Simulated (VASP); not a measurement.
# Ta3TiN4 (P-6m2) in VASP: a series of runs, part 2 of 2

VASP 6.6.1. The steps go on from the part before.

## (3) Single point, PBE

File INCAR:

```
SYSTEM = Ta3TiN4
ALGO = Normal
EDIFF = 1E-6
ENCUT = 520
GGA = PE
ISIF = 2
ISMEAR = 0
LASPH = .TRUE.
LCHARG = .TRUE.
LELF = .TRUE.
LREAL = .FALSE.
LVHAR = .TRUE.
LWAVE = .FALSE.
NBANDS = 42
NELM = 80
PREC = Accurate
SIGMA = 0.2
```

File KPOINTS:

```
k-points
0
G
  12 12 2
  0 0 0
```

File POSCAR:

```
Ta3TiN4
1.0
    2.9427008797     -0.0000000289      0.0000000000
   -1.4713504149      2.5484537320      0.0000000000
    0.0000000000      0.0000000000     11.3825828000
Ti Ta N
1 3 4
Direct
    0.0000000000      0.0000000000      0.5000000000
    0.0000000000      0.0000000000      0.0000000000
    0.0000000000      0.0000000000      0.2549560000
    0.0000000000      0.0000000000      0.7450440000
    0.6666666667      0.3333333333      0.8732760000
    0.6666666667      0.3333333333      0.1267240000
    0.6666666667      0.3333333333      0.3778760000
    0.6666666667      0.3333333333      0.6221240000
```

Potentials or basis: VASP PAW PBE potentials, release 64 (Ti_sv, Ta_pv, N).

The run is started by

```bash
$ cat potpaw_PBE.64/Ti_sv/POTCAR potpaw_PBE.64/Ta_pv/POTCAR potpaw_PBE.64/N/POTCAR > POTCAR
$ mpirun -np 1 vasp_std > vasp.out
```

OUTCAR:

```text
SYSTEM = Ta3TiN4
   EDIFF = 1E-6
   ENCUT = 520
   GGA = PE
   ISIF = 2
   ISMEAR = 0
   LASPH = .TRUE.
   LREAL = .FALSE.
   NELM = 80
   PREC = Accurate

 ion  position               nearest neighbor table
   1  0.000  0.000  0.500-   7 2.20   8 2.20   7 2.20   8 2.20   7 2.20   8 2.20   3 2.79   4 2.79

   2  0.000  0.000  0.000-   5 2.23   6 2.23   5 2.23   6 2.23   5 2.23   6 2.23   3 2.90   4 2.90

   3  0.000  0.000  0.255-   7 2.20   7 2.20   7 2.20   6 2.24   6 2.24   6 2.24   1 2.79   2 2.90

   4  0.000  0.000  0.745-   8 2.20   8 2.20   8 2.20   5 2.24   5 2.24   5 2.24   1 2.79   2 2.90

   5  0.667  0.333  0.873-   2 2.23   2 2.23   2 2.23   4 2.24   4 2.24   4 2.24
   6  0.667  0.333  0.127-   2 2.23   2 2.23   2 2.23   3 2.24   3 2.24   3 2.24
   7  0.667  0.333  0.378-   1 2.20   1 2.20   1 2.20   3 2.20   3 2.20   3 2.20
   8  0.667  0.333  0.622-   1 2.20   1 2.20   1 2.20   4 2.20   4 2.20   4 2.20

  LATTYP: Found a hexagonal cell.
 ALAT       =     2.9427008797
 C/A-ratio  =     3.8680733331

  Lattice vectors:

 A1 = (   2.9427008797,  -0.0000000289,   0.0000000000)
 A2 = (  -1.4713504149,   2.5484537320,   0.0000000000)
 A3 = (   0.0000000000,   0.0000000000,  11.3825828000)

Analysis of symmetry for initial positions (statically):
=====================================================================
 Subroutine PRICEL returns:
 Original cell was already a primitive cell.

 Routine SETGRP: Setting up the symmetry group for a
 hexagonal supercell.

 Subroutine GETGRP returns: Found 12 space group operations
 (whereof 12 operations were pure point group operations)
 out of a pool of 24 trial point group operations.

The static configuration has the point symmetry D_3h.

Analysis of symmetry for dynamics (positions and initial velocities):
=====================================================================
 Subroutine PRICEL returns:
 Original cell was already a primitive cell.

 Routine SETGRP: Setting up the symmetry group for a
 hexagonal supercell.

 Subroutine GETGRP returns: Found 12 space group operations
 (whereof 12 operations were pure point group operations)
[... 137 lines left out ...]
  Thomas-Fermi vector in A             =   2.607151
   LORBIT       =      0    0 simple, 1 ext, 2 COOP (PROOUT), +10 PAW based schemes
   GGA     = PE    functional components
   LHFCALC =     F    Hartree Fock is set to
   AEXX    =    0.0000 exact exchange contribution
   IVDW    =     0    specifies the selected vdW correction
   LEPSILON=     F    determine dielectric tensor
   LRPA    =     F    only Hartree local field effects (RPA)
 non-spin polarized calculation
 Gauss-broadening in eV      SIGMA  =   0.20
  energy-cutoff  :      520.00
  volume of cell :       85.36
 maximum number of plane-waves:      2347
 NGX is ok and might be reduce to    24
   NGX = 11   NGY = 11   NGZ = 43

 number of electron      65.0000008 magnetization

 Free energy of the ion-electron system (eV)
  ---------------------------------------------------
  ext. energy  EPLUGINS =         0.00000000
  ---------------------------------------------------
  free energy    TOTEN  =       -86.39436156 eV

  energy without entropy =      -86.33333854  energy(sigma->0) =      -86.36385005

 E-fermi :   8.2268     XC(G=0): -13.1515

 val. band max:        8.2213356447   @ k =   0.0833  -0.0000   0.0000
 cond. band min:       8.2363195516   @ k =   0.4167  -0.0000   0.5000
 fundamental gap:      0.0149839069
 Fermi energy:         8.2267620673

 k-point     1 :       0.0000    0.0000    0.0000
  band No.  band energies     occupation
      1     -48.7619      2.00000
      2     -26.9615      2.00000
      3     -26.5759      2.00000
      4     -26.3580      2.00000
      5     -25.9755      2.00000
      6     -25.9755      2.00000
[... 1069 lines left out ...]
     41      11.7614      0.00000
     42      12.6997      0.00000

 [... further k-points ...]
[... 5 lines left out ...]
  --------------------------------------------------------------------------------------
  -------------------------------------------------------------------------------------
  Total        0.3472904      0.3472904      0.4880269     -0.0000000     -0.0000000      0.0000000
  in kB        6.5183797      6.5183797      9.1598986     -0.0000000     -0.0000000      0.0000000
  external PRESSURE =       7.3988860 kB  Pullay stress =       0.0000000 kB

 VOLUME and BASIS-vectors are now :
 -----------------------------------------------------------------------------
  energy-cutoff  :      520.00
  volume of cell :       85.36
      direct lattice vectors                 reciprocal lattice vectors
     2.942700880 -0.000000029  0.000000000     0.339823872  0.196197399  0.000000000
    -1.471350415  2.548453732  0.000000000     0.000000004  0.392394805  0.000000000
     0.000000000  0.000000000 11.382582800     0.000000000  0.000000000  0.087853523

 POSITION                                       TOTAL-FORCE (eV/Angst)
 -----------------------------------------------------------------------------------
      0.00000      0.00000      5.69129        -0.000000      0.000000      0.000000
      0.00000      0.00000      0.00000        -0.000000      0.000000      0.000000
      0.00000      0.00000      2.90206         0.000000     -0.000000     -0.006560
      0.00000      0.00000      8.48053         0.000000     -0.000000      0.006560
      1.47135      0.84948      9.94014         0.000000     -0.000000      0.006737
      1.47135      0.84948      1.44245         0.000000     -0.000000     -0.006737
      1.47135      0.84948      4.30120        -0.000000      0.000000      0.008754
      1.47135      0.84948      7.08138        -0.000000      0.000000     -0.008754
 -----------------------------------------------------------------------------------
    total drift:                               -0.000000      0.000000      0.000000

  FREE ENERGIE OF THE ION-ELECTRON SYSTEM (eV)
  ---------------------------------------------------
  free  energy   TOTEN  =       -86.3943615644 eV

  energy  without entropy=      -86.3333385386  energy(sigma->0) =      -86.36385005
```

Wall time 82 s (1 thread of Intel Xeon 6975P-C (Granite Rapids), shared host); peak memory 0.28 GiB.

Results:

```
Free energy            : -86.3944 eV
Pressure               : 0.7 GPa
Largest force          : 0.009 eV/Å
Band gap on the k mesh : zero (an odd number of electrons rules out a gap without spin polarisation)
```

Forces on the atoms (eV/Å):
```
Ti   0.000  0.000  0.000
Ta   0.000  0.000  0.000
Ta   0.000  0.000 -0.007
Ta   0.000  0.000  0.007
N    0.000  0.000  0.007
N    0.000  0.000 -0.007
N    0.000  0.000  0.009
N    0.000  0.000 -0.009
```

Stress tensor (GPa, compression positive):
```
0.65 0.00 0.00
0.00 0.65 0.00
0.00 0.00 0.92
```

Caveat: spin-orbit coupling is left out, which moves the levels of the heavy elements.

## (4) Single point, PBE (9.39 Å³/atom)

This run uses another cell than the first one, of 9.39 Å³/atom.

File INCAR:

```
SYSTEM = Ta3TiN4
PREC = Accurate
ENCUT = 520
EDIFF = 1E-6
ISMEAR = 0
SIGMA = 0.1
LREAL = .False.
LASPH = .True.
NELM = 60
ALGO = Normal
ISIF = 2
LWAVE = .False.
LCHARG = .False.
GGA = PE
NBANDS = 42
```

File KPOINTS:

```
regular mesh
0
Gamma
  12 12 4
  0 0 0
```

File POSCAR:

```
Ta3TiN4
1.0
    2.8116609875     -0.0000000276      0.0000000000
   -1.4058304699      2.4349698558      0.0000000000
    0.0000000000      0.0000000000     10.9721015506
Ti Ta N
1 3 4
Direct
    0.0000000000      0.0000000000      0.5000000000
    0.0000000000      0.0000000000      0.0000000000
    0.0000000000      0.0000000000      0.2557453958
    0.0000000000      0.0000000000      0.7442546042
    0.6666666667      0.3333333333      0.8726087764
    0.6666666667      0.3333333333      0.1273912236
    0.6666666667      0.3333333333      0.3806014389
    0.6666666667      0.3333333333      0.6193985611
```

Potentials or basis: VASP PAW PBE potentials, release 64 (Ti_sv, Ta_pv, N).

The run is started by

```bash
$ cat potpaw_PBE.64/Ti_sv/POTCAR potpaw_PBE.64/Ta_pv/POTCAR potpaw_PBE.64/N/POTCAR > POTCAR
$ mpirun -np 1 vasp_std > vasp.out
```

OUTCAR:

```text
SYSTEM = Ta3TiN4
   PREC = Accurate
   ENCUT = 520
   EDIFF = 1E-6
   ISMEAR = 0
   LREAL = .False.
   LASPH = .True.
   NELM = 60
   ISIF = 2
   GGA = PE

 ion  position               nearest neighbor table
   1  0.000  0.000  0.500-   7 2.09   8 2.09   7 2.09   8 2.09   7 2.09   8 2.09   3 2.68   4 2.68

   2  0.000  0.000  0.000-   5 2.14   6 2.14   5 2.14   6 2.14   5 2.14   6 2.14   3 2.81   4 2.81

   3  0.000  0.000  0.256-   7 2.12   7 2.12   7 2.12   6 2.15   6 2.15   6 2.15   1 2.68   2 2.81

   4  0.000  0.000  0.744-   8 2.12   8 2.12   8 2.12   5 2.15   5 2.15   5 2.15   1 2.68   2 2.81

   5  0.667  0.333  0.873-   2 2.14   2 2.14   2 2.14   4 2.15   4 2.15   4 2.15
   6  0.667  0.333  0.127-   2 2.14   2 2.14   2 2.14   3 2.15   3 2.15   3 2.15
   7  0.667  0.333  0.381-   1 2.09   1 2.09   1 2.09   3 2.12   3 2.12   3 2.12
   8  0.667  0.333  0.619-   1 2.09   1 2.09   1 2.09   4 2.12   4 2.12   4 2.12

  LATTYP: Found a hexagonal cell.
 ALAT       =     2.8116609875
 C/A-ratio  =     3.9023557959

  Lattice vectors:

 A1 = (   2.8116609875,  -0.0000000276,   0.0000000000)
 A2 = (  -1.4058304699,   2.4349698558,   0.0000000000)
 A3 = (   0.0000000000,   0.0000000000,  10.9721015506)

Analysis of symmetry for initial positions (statically):
=====================================================================
 Subroutine PRICEL returns:
 Original cell was already a primitive cell.

 Routine SETGRP: Setting up the symmetry group for a
 hexagonal supercell.

 Subroutine GETGRP returns: Found 12 space group operations
 (whereof 12 operations were pure point group operations)
 out of a pool of 24 trial point group operations.

The static configuration has the point symmetry D_3h.

Analysis of symmetry for dynamics (positions and initial velocities):
=====================================================================
 Subroutine PRICEL returns:
 Original cell was already a primitive cell.

 Routine SETGRP: Setting up the symmetry group for a
 hexagonal supercell.

 Subroutine GETGRP returns: Found 12 space group operations
 (whereof 12 operations were pure point group operations)
[... 137 lines left out ...]
  Thomas-Fermi vector in A             =   2.663294
   LORBIT       =      0    0 simple, 1 ext, 2 COOP (PROOUT), +10 PAW based schemes
   GGA     = PE    functional components
   LHFCALC =     F    Hartree Fock is set to
   AEXX    =    0.0000 exact exchange contribution
   IVDW    =     0    specifies the selected vdW correction
   LEPSILON=     F    determine dielectric tensor
   LRPA    =     F    only Hartree local field effects (RPA)
 non-spin polarized calculation
 Gauss-broadening in eV      SIGMA  =   0.10
  energy-cutoff  :      520.00
  volume of cell :       75.12
 maximum number of plane-waves:      2048
 NGX is ok and might be reduce to    24
   NGX = 11   NGY = 11   NGZ = 41

 number of electron      65.0000002 magnetization

 Free energy of the ion-electron system (eV)
  ---------------------------------------------------
  ext. energy  EPLUGINS =         0.00000000
  ---------------------------------------------------
  free energy    TOTEN  =       -84.82496051 eV

  energy without entropy =      -84.81709857  energy(sigma->0) =      -84.82102954

 E-fermi :   9.6598     XC(G=0): -13.8668

 val. band max:        9.6353120661   @ k =   0.3333   0.3333   0.5000
 cond. band min:       9.7066051036   @ k =   0.5000   0.0000   0.5000
 fundamental gap:      0.0712930376
 Fermi energy:         9.6598417926

 k-point     1 :       0.0000    0.0000    0.0000
  band No.  band energies     occupation
      1     -47.0224      2.00000
      2     -25.5673      2.00000
      3     -25.0261      2.00000
      4     -24.7081      2.00000
      5     -24.0597      2.00000
      6     -24.0597      2.00000
[... 1069 lines left out ...]
     41      14.0972      0.00000
     42      15.0500      0.00000

 [... further k-points ...]
[... 5 lines left out ...]
  --------------------------------------------------------------------------------------
  -------------------------------------------------------------------------------------
  Total       24.9118418     24.9118418     25.0359619     -0.0000000      0.0000000      0.0000000
  in kB      531.3369993    531.3369993    533.9843186     -0.0000000      0.0000000      0.0000000
  external PRESSURE =     532.2194391 kB  Pullay stress =       0.0000000 kB

 VOLUME and BASIS-vectors are now :
 -----------------------------------------------------------------------------
  energy-cutoff  :      520.00
  volume of cell :       75.12
      direct lattice vectors                 reciprocal lattice vectors
     2.811660987 -0.000000028  0.000000000     0.355661657  0.205341349  0.000000000
    -1.405830470  2.434969856  0.000000000     0.000000004  0.410682704  0.000000000
     0.000000000  0.000000000 10.972101551     0.000000000  0.000000000  0.091140243

 POSITION                                       TOTAL-FORCE (eV/Angst)
 -----------------------------------------------------------------------------------
      0.00000      0.00000      5.48605        -0.000000      0.000000      0.000000
      0.00000      0.00000      0.00000        -0.000000      0.000000      0.000000
      0.00000      0.00000      2.80606        -0.000000      0.000000     -0.001159
      0.00000      0.00000      8.16604        -0.000000      0.000000      0.001159
      1.40583      0.81166      9.57435         0.000000     -0.000000     -0.001852
      1.40583      0.81166      1.39775        -0.000000      0.000000      0.001852
      1.40583      0.81166      4.17600         0.000000      0.000000      0.042330
      1.40583      0.81166      6.79610         0.000000     -0.000000     -0.042330
 -----------------------------------------------------------------------------------
    total drift:                               -0.000000      0.000000      0.000000

  FREE ENERGIE OF THE ION-ELECTRON SYSTEM (eV)
  ---------------------------------------------------
  free  energy   TOTEN  =       -84.8249605149 eV

  energy  without entropy=      -84.8170985654  energy(sigma->0) =      -84.82102954
```

stdout:

```text
POSCAR found type information on POSCAR TiTaN
 POSCAR found :  3 types and       8 ions
 scaLAPACK will be used
 LDA part: xc-table for (Slater+PW92), standard interpolation
 POSCAR, INCAR and KPOINTS ok, starting setup
 FFT: planning ... GRIDC
 FFT: planning ... GRID_SOFT
 FFT: planning ... GRID
 WAVECAR not read
 entering main loop
```

Wall time 93 s (1 thread of Intel Xeon 6975P-C (Granite Rapids), shared host); peak memory 0.31 GiB.

Results:

```yaml
Free_energy: -84.8250 eV
Pressure: 53.2 GPa
Largest_force: 0.042 eV/Å
Band_gap_on_the_k_mesh: zero (an odd number of electrons rules out a gap without spin polarisation)
```

Forces on the atoms (eV/Å):
```
Ti   0.000  0.000  0.000
Ta   0.000  0.000  0.000
Ta   0.000  0.000 -0.001
Ta   0.000  0.000  0.001
N    0.000  0.000 -0.002
N    0.000  0.000  0.002
N    0.000  0.000  0.042
N    0.000  0.000 -0.042
```

Caveat: the cell stands under pressure; spin-orbit coupling is left out, which moves the levels of the heavy elements.

## (5) Overview

| cell | k mesh | smearing | gap on the mesh (eV) | pressure (GPa) | largest force (eV/Å) |
| --- | --- | --- | --- | --- | --- |
| a = 2.943, b = 2.943, c = 11.383 Å, angles 90.0, 90.0, 120.0°, 8 atoms, atomic positions A | 6 × 6 × 2 | gaussian 0.1 eV | none | 0.6 | 0.07 |
| a = 2.943, b = 2.943, c = 11.383 Å, angles 90.0, 90.0, 120.0°, 8 atoms, atomic positions A | 12 × 12 × 2 | gaussian 0.2 eV | none | 0.7 | 0.01 |
| a = 2.812, b = 2.812, c = 10.972 Å, angles 90.0, 90.0, 120.0°, 8 atoms, atomic positions B | 12 × 12 × 4 | gaussian 0.1 eV | none | 53.2 | 0.04 |

Alike in all rows: task single point; level PBE; potentials or basis VASP PAW PBE potentials, release 64 (Ti_sv, Ta_pv, N); no spin polarisation; cutoff (eV) 520.

Caveats: some runs use coarse meshes; spin-orbit coupling is left out, which moves the levels of the heavy elements; the cell stands under pressure (at least some runs).

Absolute energies hang on the potentials; compare differences alone.

The gap in the log of VASP goes by the Fermi energy; the results here count the filled bands.